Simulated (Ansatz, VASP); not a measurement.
# Two plane-wave programs on C

```
CELL_PARAMETERS angstrom
-2.41040 2.41040 2.41040
2.41040 -2.41040 2.41040
2.41040 2.41040 -2.41040
ATOMIC_POSITIONS crystal
C 0.32547 0.00000 0.00000
C 0.67453 0.67453 0.67453
C 0.00000 0.32547 0.00000
C 0.00000 0.00000 0.32547
C 0.00000 0.67453 0.00000
C 0.32547 0.32547 0.32547
C 0.67453 0.00000 0.00000
C 0.00000 0.00000 0.67453
```

Alike in both runs: functional LDA; k mesh 8 × 8 × 8; occupations gaussian, width 0.02 eV; no spin polarisation.

Ansatz relaxed the structure, and its values are those at the end. VASP's run is a single point on that final structure, the one shown.

|  | VASP | Ansatz |
| --- | --- | --- |
| version | VASP 6.6.1 | Ansatz 0.2.0 |
| potentials or method | VASP PAW LDA potentials, release 64 (C_h), cutoff 910 eV | scalar-relativistic, plane waves, PAW |
| valence electrons in the cell | 32 | 32 |

```csv
,VASP,Ansatz,Ansatz less VASP
gap on the k mesh at the Fermi level (eV),3.03,3.04,+0.004
least direct gap on the mesh (eV),3.82,3.84,+0.017
rms of the force components (eV/Å),0.021,0.001,-0.0207
```

LDA's correlation is that of Perdew and Zunger in VASP and of Perdew and Wang (1992) in Ansatz.

Noted on VASP's run: the cutoff is short for stress, so the pressure is rough.
